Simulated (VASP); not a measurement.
# AlN (Fm-3m) in VASP: settings compared

AlN is run at these levels: LDA, PBEsol, PBE; tasks: single point.

All numbers are computed with VASP 6.6.1; they aren't measurements. Logs are shortened: lines on timing, memory, paths and dates and some standing lists are left out, and cuts for length are marked.

### 1 The cell of the first run

It takes space group Fm-3m (No. 225, cubic). The conventional cell has a = 3.956 Å, b = 3.956 Å, c = 3.956 Å, α = 90.00°, β = 90.00°, γ = 90.00°. Al (site symmetry m-3m) has 6 N at 1.98 Å within 2.6 Å. N (site symmetry m-3m) has 6 Al at 1.98 Å within 2.6 Å.

### 2 Single point, LDA

The input, INCAR:

```
SYSTEM = AlN
ALGO = Normal ; EDIFF = 1E-7
ENCUT = 520 ; GGA = CA
ISIF = 2 ; ISMEAR = -1
LASPH = .TRUE. ; LCHARG = .FALSE.
LREAL = .FALSE. ; LWAVE = .FALSE.
NBANDS = 11 ; NELM = 100
PREC = Accurate ; SIGMA = 0.02
```

The input, KPOINTS:

```
k-points
0
G
  10 10 10
  0 0 0
```

The input, POSCAR:

```
AlN
1.0
    0.0000000000      1.9780000000      1.9780000000
    1.9780000000      0.0000000000      1.9780000000
    1.9780000000      1.9780000000      0.0000000000
Al N
1 1
Direct
    0.0000000000      0.0000000000      0.0000000000
    0.5000000000      0.5000000000      0.5000000000
```

Potentials or basis: VASP PAW LDA potentials, release 64 (Al, N).

On the command line:

```
$ cat potpaw_LDA.64/Al/POTCAR potpaw_LDA.64/N/POTCAR > POTCAR
$ mpirun -np 1 vasp_std > vasp.out
```

OUTCAR:

```text
SYSTEM = AlN
   EDIFF = 1E-7
   ENCUT = 520
   GGA = CA
   ISIF = 2
   ISMEAR = -1
   LASPH = .TRUE.
   LREAL = .FALSE.
   NELM = 100
   PREC = Accurate

 ion  position               nearest neighbor table
   1  0.000  0.000  0.000-   2 1.98   2 1.98   2 1.98   2 1.98   2 1.98   2 1.98
   2  0.500  0.500  0.500-   1 1.98   1 1.98   1 1.98   1 1.98   1 1.98   1 1.98

  LATTYP: Found a face centered cubic cell.
 ALAT       =     3.9560000000

  Lattice vectors:

 A1 = (   0.0000000000,   1.9780000000,   1.9780000000)
 A2 = (   1.9780000000,   0.0000000000,   1.9780000000)
 A3 = (   1.9780000000,   1.9780000000,   0.0000000000)

Analysis of symmetry for initial positions (statically):
=====================================================================
 Subroutine PRICEL returns:
 Original cell was already a primitive cell.

 Routine SETGRP: Setting up the symmetry group for a
 face centered cubic supercell.

 Subroutine GETGRP returns: Found 48 space group operations
[... 9 lines left out ...]

 Routine SETGRP: Setting up the symmetry group for a
 face centered cubic supercell.

 Subroutine GETGRP returns: Found 48 space group operations
[... 11 lines left out ...]
                                     Primitive cell

  volume of cell :      15.4778

  direct lattice vectors                    reciprocal lattice vectors
     0.000000000  1.978000000  1.978000000    -0.252780586  0.252780586  0.252780586
     1.978000000  0.000000000  1.978000000     0.252780586 -0.252780586  0.252780586
     1.978000000  1.978000000  0.000000000     0.252780586  0.252780586 -0.252780586

  length of vectors
     2.797314426  2.797314426  2.797314426     0.437828819  0.437828819  0.437828819

  position of ions in fractional coordinates (direct lattice)
     0.000000000  0.000000000  0.000000000
     0.500000000  0.500000000  0.500000000

  ion indices of the primitive-cell ions
   primitive index   ion index
                 1           1
                 2           2

----------------------------------------------------------------------------------------

 KPOINTS: k-points

Automatic generation of k-mesh.
 Grid dimensions read from file:
 generate k-points for:   10   10   10

 Generating k-lattice:

  Cartesian coordinates                     Fractional coordinates (reciprocal lattice)
    -0.025278059  0.025278059  0.025278059     0.100000000  0.000000000  0.000000000
     0.025278059 -0.025278059  0.025278059     0.000000000  0.100000000  0.000000000
     0.025278059  0.025278059 -0.025278059     0.000000000  0.000000000  0.100000000

[... 56 lines left out ...]
   EDIFF  = 0.1E-06   stopping-criterion for ELM
   LREAL  =      F    real-space projection
   EDIFFG = 0.1E-05   stopping-criterion for IOM
   NSW    =      0    number of steps for IOM
   IBRION =     -1    ionic relax: 0-MD 1-quasi-New 2-CG
   NFREE  =      0    steps in history (QN), initial steepest desc. (CG)
   ISIF   =      2    stress and relaxation
   ISYM   =      2    0-nonsym 1-usesym 2-fastsym
   POTIM  = 0.5000    time-step for ionic-motion
   TEBEG  =    0.0;   TEEND  =   0.0 temperature during run
   PSTRESS=    0.0 pullay stress
   NELECT =       8.0000    total number of electrons
   NUPDOWN=      -1.0000    fix difference up-down
   EMIN   =  10.00;   EMAX   =-10.00  energy-range for DOS
   EFERMI =   0.00;   METHOD = LEGACY
   ISMEAR =    -1;   SIGMA  =   0.02  broadening in eV -4-tet -1-fermi 0-gaus
   EFERMI_NEDOS =   21; number of points for ismear=-14 and -15
   IALGO  =     38    algorithm
   IMIX   =      4    mixing-type and parameters
     AMIX     =   0.40;   BMIX     =  1.00
     AMIX_MAG =   1.60;   BMIX_MAG =  1.00
  volume/ion in A,a.u.               =       7.74        52.22
  Fermi-wavevector in a.u.,A,eV,Ry     =   1.313818  2.482756 23.485258  1.726118
  Thomas-Fermi vector in A             =   2.444114
   LORBIT       =      0    0 simple, 1 ext, 2 COOP (PROOUT), +10 PAW based schemes
   GGA     = CA    functional components
   LHFCALC =     F    Hartree Fock is set to
   AEXX    =    0.0000 exact exchange contribution
   IVDW    =     0    specifies the selected vdW correction
   LEPSILON=     F    determine dielectric tensor
   LRPA    =     F    only Hartree local field effects (RPA)
 non-spin polarized calculation
  energy-cutoff  :      520.00
  volume of cell :       15.48
 maximum number of plane-waves:       444
 NGX is ok and might be reduce to    24
   NGX = 11   NGY = 11   NGZ = 11

 number of electron       8.0000000 magnetization

 Free energy of the ion-electron system (eV)
  ---------------------------------------------------
  ext. energy  EPLUGINS =         0.00000000
  ---------------------------------------------------
  free energy    TOTEN  =       -16.20262001 eV

  energy without entropy =      -16.20262001  energy(sigma->0) =      -16.20262001

 E-fermi :  11.0645     XC(G=0): -12.8836

 val. band max:       10.5865331913   @ k =   0.0000   0.0000   0.0000
 cond. band min:      15.6555397257   @ k =   0.5000   0.5000   0.0000
 fundamental gap:      5.0690065345
 Fermi energy:        11.0645451526

 k-point     1 :       0.0000    0.0000    0.0000
  band No.  band energies     occupation
      1      -7.4337      2.00000
      2      10.5865      2.00000
      3      10.5865      2.00000
      4      10.5865      2.00000
      5      17.3375      0.00000
      6      22.8092      0.00000
      7      22.8092      0.00000
      8      22.8092      0.00000
      9      28.2158      0.00000
     10      28.6986      0.00000
     11      28.6986      0.00000
[... 309 lines left out ...]
 k-point    24 :       0.4000    0.3000    0.0000
  band No.  band energies     occupation
      1      -4.1468      2.00000
      2       4.4901      2.00000
      3       7.5844      2.00000
      4       8.1409      2.00000
      5      16.9012      0.00000
      6      17.7400      0.00000
      7      23.4516      0.00000
      8      26.7985      0.00000
      9      27.6365      0.00000
     10      32.9517      0.00000
     11      36.0449      0.00000

 [... further k-points ...]
[... 5 lines left out ...]
  --------------------------------------------------------------------------------------
  -------------------------------------------------------------------------------------
  Total        1.2784688      1.2784688      1.2784688      0.0000000      0.0000000      0.0000000
  in kB      132.3402230    132.3402230    132.3402230      0.0000000      0.0000000      0.0000000
  external PRESSURE =     132.3402230 kB  Pullay stress =       0.0000000 kB

 VOLUME and BASIS-vectors are now :
 -----------------------------------------------------------------------------
  energy-cutoff  :      520.00
  volume of cell :       15.48
      direct lattice vectors                 reciprocal lattice vectors
     0.000000000  1.978000000  1.978000000    -0.252780586  0.252780586  0.252780586
     1.978000000  0.000000000  1.978000000     0.252780586 -0.252780586  0.252780586
     1.978000000  1.978000000  0.000000000     0.252780586  0.252780586 -0.252780586

 POSITION                                       TOTAL-FORCE (eV/Angst)
 -----------------------------------------------------------------------------------
      0.00000      0.00000      0.00000        -0.000000     -0.000000     -0.000000
      1.97800      1.97800      1.97800         0.000000      0.000000      0.000000
 -----------------------------------------------------------------------------------
    total drift:                               -0.000000     -0.000000      0.000000

  FREE ENERGIE OF THE ION-ELECTRON SYSTEM (eV)
  ---------------------------------------------------
  free  energy   TOTEN  =       -16.2026200129 eV

  energy  without entropy=      -16.2026200129  energy(sigma->0) =      -16.20262001
```

stdout:

```text
POSCAR found type information on POSCAR AlN
 POSCAR found :  2 types and       2 ions
 scaLAPACK will be used
 LDA part: xc-table for (Slater(with rela. corr.)+CA(PZ))
 , standard interpolation
 POSCAR, INCAR and KPOINTS ok, starting setup
 FFT: planning ... GRIDC
 FFT: planning ... GRID_SOFT
 FFT: planning ... GRID
 WAVECAR not read
 entering main loop
```

It took 5 s on 1 thread of Intel Xeon Platinum 8488C (Sapphire Rapids), shared host; peak memory 0.12 GiB.

Results:

```yaml
Free_energy: -16.2026 eV
Pressure: 13.2 GPa
Band_gap_on_the_k_mesh: 5.07 eV, indirect (least direct gap 6.75 eV)
```

### 3 Single point, PBEsol

The input, INCAR:

```
  PREC = Accurate
  ENCUT = 520
  EDIFF = 1E-6
  ISMEAR = -1
  SIGMA = 0.02
  LREAL = False
  LASPH = True
  NELM = 100
  ALGO = Normal
  ISIF = 2
  LWAVE = False
  LCHARG = True
  GGA = PS
  LELF = True
  LVHAR = True
  NBANDS = 11
```

The input, KPOINTS:

```
regular mesh
0
Gamma
  10 10 10
```

POSCAR is that of step 2.

Potentials or basis: VASP PAW PBE potentials, release 64 (Al, N).

On the command line:

```
$ cat potpaw_PBE.64/Al/POTCAR potpaw_PBE.64/N/POTCAR > POTCAR
$ mpirun -np 1 vasp_std > vasp.out
```

Wall time 7.5 s (1 thread of Intel Xeon Platinum 8488C (Sapphire Rapids), shared host); peak memory 0.13 GiB.

It converged, with:

```
Free energy            : -15.3850 eV
Pressure               : 20.0 GPa
Band gap on the k mesh : 5.01 eV, indirect (least direct gap 6.64 eV)
```

Levels at points of the mesh, in eV from the valence-band top:
```csv
k point,band 1,band 2,band 3,band 4,band 5,band 6,band 7,band 8
"(0.00, 0.00, 0.00)",-18.16,0.00,0.00,0.00,6.64,12.23,12.23,12.23
"(0.50, 0.00, 0.00)",-14.59,-8.80,-1.22,-1.22,6.46,11.44,11.44,14.23
"(0.50, 0.50, 0.00)",-13.50,-7.90,-3.00,-3.00,5.01,5.20,14.78,18.21
```

Caveat: the PAW data sets were made with another functional, which shifts forces and pressure a little.

### 4 Single point, PBE

The input, INCAR:

```
SYSTEM = AlN
PREC     = Accurate       ! precision mode
ENCUT    = 520            ! plane-wave cutoff, eV
EDIFF    = 1E-6           ! SCF threshold, eV
ISMEAR   = -1             ! smearing method
SIGMA    = 0.02           ! smearing width, eV
LREAL    = .False.        ! projectors in reciprocal space
LASPH    = .True.         ! aspherical terms in the spheres
NELM     = 80             ! most SCF steps
ALGO     = Normal         ! electronic algorithm
ISIF     = 2              ! what is computed and relaxed
LWAVE    = .False.        ! write WAVECAR
LCHARG   = .False.        ! write CHGCAR
GGA      = PE             ! functional
NBANDS   = 11             ! bands
```

The input, KPOINTS:

```
Automatic mesh
0
Gamma
  10 10 10
  0 0 0
```

POSCAR is that of step 3.

Potentials or basis: VASP PAW PBE potentials, release 64 (Al, N).

On the command line:

```
$ cat potpaw_PBE.64/Al/POTCAR potpaw_PBE.64/N/POTCAR > POTCAR
$ mpirun -np 1 vasp_std > vasp.out
```

OUTCAR:

```text
SYSTEM = AlN
   PREC = Accurate
   ENCUT = 520
   EDIFF = 1E-6
   ISMEAR = -1
   LREAL = .False.
   LASPH = .True.
   NELM = 80
   ISIF = 2
   GGA = PE

 ion  position               nearest neighbor table
   1  0.000  0.000  0.000-   2 1.98   2 1.98   2 1.98   2 1.98   2 1.98   2 1.98
   2  0.500  0.500  0.500-   1 1.98   1 1.98   1 1.98   1 1.98   1 1.98   1 1.98

  LATTYP: Found a face centered cubic cell.
 ALAT       =     3.9560000000

  Lattice vectors:

[... 513 lines left out ...]
      5      17.2746      0.00000
      6      18.1345      0.00000
      7      23.8184      0.00000
      8      27.2761      0.00000
      9      28.1265      0.00000
     10      33.4084      0.00000
     11      36.6476      0.00000

 [... further k-points ...]
[... 5 lines left out ...]
  --------------------------------------------------------------------------------------
  -------------------------------------------------------------------------------------
  Total        2.4366550      2.4366550      2.4366550      0.0000000      0.0000000     -0.0000000
  in kB      252.2294388    252.2294388    252.2294388      0.0000000      0.0000000     -0.0000000
  external PRESSURE =     252.2294388 kB  Pullay stress =       0.0000000 kB

 VOLUME and BASIS-vectors are now :
 -----------------------------------------------------------------------------
  energy-cutoff  :      520.00
  volume of cell :       15.48
      direct lattice vectors                 reciprocal lattice vectors
     0.000000000  1.978000000  1.978000000    -0.252780586  0.252780586  0.252780586
     1.978000000  0.000000000  1.978000000     0.252780586 -0.252780586  0.252780586
     1.978000000  1.978000000  0.000000000     0.252780586  0.252780586 -0.252780586

 POSITION                                       TOTAL-FORCE (eV/Angst)
 -----------------------------------------------------------------------------------
      0.00000      0.00000      0.00000        -0.000000     -0.000000     -0.000000
      1.97800      1.97800      1.97800         0.000000      0.000000      0.000000
 -----------------------------------------------------------------------------------
    total drift:                               -0.000000     -0.000000      0.000000

  FREE ENERGIE OF THE ION-ELECTRON SYSTEM (eV)
  ---------------------------------------------------
  free  energy   TOTEN  =       -14.4446599305 eV

  energy  without entropy=      -14.4446599305  energy(sigma->0) =      -14.44465993
```

OSZICAR:

```text
N       E                     dE             d eps       ncg     rms          rms(c)
DAV:   1     0.974666782316E+01    0.97467E+01   -0.41482E+03  1050   0.630E+02
DAV:   2    -0.156253356712E+02   -0.25372E+02   -0.24779E+02  1263   0.141E+02
DAV:   3    -0.162525198696E+02   -0.62718E+00   -0.62647E+00  1296   0.204E+01
DAV:   4    -0.162549460221E+02   -0.24262E-02   -0.24260E-02  1163   0.139E+00
DAV:   5    -0.162549665450E+02   -0.20523E-04   -0.20523E-04  1214   0.118E-01    0.788E+00
DAV:   6    -0.144728879760E+02    0.17821E+01   -0.71798E+00  1136   0.146E+01    0.286E+00
DAV:   7    -0.144499028378E+02    0.22985E-01   -0.22667E-01  1165   0.335E+00    0.186E+00
DAV:   8    -0.144449773436E+02    0.49255E-02   -0.14995E-02  1109   0.106E+00    0.358E-01
DAV:   9    -0.144446133121E+02    0.36403E-03   -0.14555E-03  1160   0.236E-01    0.161E-01
DAV:  10    -0.144446672025E+02   -0.53890E-04   -0.14355E-04  1166   0.861E-02    0.510E-02
DAV:  11    -0.144446601829E+02    0.70196E-05   -0.23586E-05  1187   0.279E-02    0.790E-03
DAV:  12    -0.144446599305E+02    0.25245E-06   -0.70671E-07   601   0.723E-03
   1 F= -.14444660E+02 E0= -.14444660E+02  d E =-.842719E-11
```

stdout:

```text
POSCAR found type information on POSCAR AlN
 POSCAR found :  2 types and       2 ions
 scaLAPACK will be used
 LDA part: xc-table for (Slater+PW92), standard interpolation
 POSCAR, INCAR and KPOINTS ok, starting setup
 FFT: planning ... GRIDC
 FFT: planning ... GRID_SOFT
 FFT: planning ... GRID
 WAVECAR not read
 entering main loop
```

It took 5.7 s on 1 thread of Intel Xeon Platinum 8488C (Sapphire Rapids), shared host; peak memory 0.13 GiB.

Results:

| Item | Value |
| --- | --- |
| Free energy | -14.4447 eV |
| Pressure | 25.2 GPa |
| Band gap on the k mesh | 5.19 eV, indirect (least direct gap 6.66 eV) |

Levels at points of the mesh, in eV from the valence-band top:
```csv
k point,band 2,band 3,band 4,band 5,band 6,band 7
"(0.00, 0.00, 0.00)",0.00,0.00,0.00,6.66,12.38,12.38
"(0.50, 0.00, 0.00)",-8.73,-1.20,-1.20,6.56,11.54,11.54
"(0.50, 0.50, 0.00)",-7.83,-2.97,-2.97,5.19,5.26,14.87
```

A k mesh can miss the band edges. A hybrid or GW would open this gap; PBE tends to underestimate it.

### 5 Single point, PBE (volume scaled by 0.94)

The input, INCAR:

```
SYSTEM = AlN
ALGO     = Normal         ! electronic algorithm
EDIFF    = 1E-6           ! SCF threshold, eV
ENCUT    = 520            ! plane-wave cutoff, eV
GGA      = PE             ! functional
ISIF     = 2              ! what is computed and relaxed
ISMEAR   = -1             ! smearing method
LASPH    = .TRUE.         ! aspherical terms in the spheres
LCHARG   = .FALSE.        ! write CHGCAR
LREAL    = .FALSE.        ! projectors in reciprocal space
LWAVE    = .FALSE.        ! write WAVECAR
NBANDS   = 11             ! bands
NELM     = 80             ! most SCF steps
PREC     = Accurate       ! precision mode
SIGMA    = 0.02           ! smearing width, eV
```

The input, KPOINTS:

```
k-points
0
G
  10 10 10
  0 0 0
```

The input, POSCAR:

```
AlN
1.0
    0.0000000000      1.9376213230      1.9376213230
    1.9376213230      0.0000000000      1.9376213230
    1.9376213230      1.9376213230      0.0000000000
Al N
1 1
Direct
    0.0000000000      0.0000000000      0.0000000000
    0.5000000000      0.5000000000      0.5000000000
```

On the command line:

```
$ cat potpaw_PBE.64/Al/POTCAR potpaw_PBE.64/N/POTCAR > POTCAR
$ mpirun -np 1 vasp_std > vasp.out
```

Run time: 6.4 s. Hardware: 1 thread of AMD EPYC 9R45 (Zen 5), shared host; peak memory 0.09 GiB.

It converged, with:

| Property | Result |
| --- | --- |
| Free energy | -14.2309 eV |
| Pressure | 49.4 GPa |
| Band gap on the k mesh | 5.05 eV, indirect (least direct gap 7.64 eV) |

Levels at points of the mesh, in eV from the valence-band top:
```csv
k point,band 2,band 3,band 4,band 5,band 6,band 7
"(0.00, 0.00, 0.00)",0.00,0.00,0.00,7.64,12.57,12.57
"(0.50, 0.00, 0.00)",-9.16,-1.34,-1.34,6.97,12.07,12.07
"(0.50, 0.50, 0.00)",-8.28,-3.14,-3.14,5.05,5.91,15.68
```

 A k mesh can miss the band edges.

### 6 Summary

```tsv
level	potentials or basis	cell	gap on the mesh (eV)	pressure (GPa)
LDA	VASP PAW LDA potentials, release 64 (Al, N)	a = 2.797 Å, angles 60.0°, 2 atoms	5.07	13.2
PBEsol	VASP PAW PBE potentials, release 64 (Al, N)	a = 2.797 Å, angles 60.0°, 2 atoms	5.01	20.0
PBE	VASP PAW PBE potentials, release 64 (Al, N)	a = 2.797 Å, angles 60.0°, 2 atoms	5.19	25.2
PBE	VASP PAW PBE potentials, release 64 (Al, N)	a = 2.740 Å, angles 60.0°, 2 atoms	5.05	49.4
```

Alike in all rows: task single point; no spin polarisation; k mesh 10 × 10 × 10; cutoff (eV) 520; smearing fermi-dirac 0.02 eV.

Caveats: the PAW data sets were made with another functional, which shifts forces and pressure a little (some runs).

Total energies depend on the potentials used, so only differences within one code and one set of settings carry meaning.
